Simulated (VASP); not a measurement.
A run of VASP 6.6.1 is set up as follows.

Contents of INCAR:

```
PREC = Accurate
ENCUT = 520
EDIFF = 1E-6
ISMEAR = 0
SIGMA = 0.05
LREAL = False
LASPH = True
NELM = 100
ALGO = Normal
ISIF = 2
LWAVE = False
LCHARG = False
GGA = PE
IVDW = 12
NBANDS = 16
```

File KPOINTS:

```
regular mesh
0
Gamma
  12 12 4
```

POSCAR

```
BN
1.0
    2.5061233057      0.0000000000      0.0000000000
   -1.2530616528      2.1703664477      0.0000000000
    0.0000000000      0.0000000000      6.5973571420
B N
2 2
Direct
   -0.0442321619     -0.0884643237      0.4563461559
    0.3333333333      0.6666666667      0.0000000000
    0.0000000000      0.0000000000      0.0000000000
    0.6666666667      0.3333333333      0.5000000000
```

Potentials or basis: VASP PAW PBE potentials, release 64 (B, N).

Launch:

```bash
$ cat potpaw_PBE.64/B/POTCAR potpaw_PBE.64/N/POTCAR > POTCAR
$ mpirun -np 1 vasp_std > vasp.out
```

Q: Predict the band gap on the k mesh.

A: 2.10 eV, indirect (least direct gap 3.23 eV).

Q: Estimate the dispersion energy per atom.

A: -0.142 eV.

Forces in eV/Å, atoms in the order of the input:
```
B    0.000  8.979  2.903
B    0.000 -0.006 -0.246
N    0.000  0.004  0.208
N    0.000 -8.977 -2.865
```

Caveat: the cell differs from its parent crystal (atom 1 (B) moved by -0.192 Å along [1 2 0] and -0.288 Å along [0 0 1]); forces of over 1 eV/Å act on the atoms, so gaps and moduli don't describe the material at rest. A k mesh can miss the band edges.
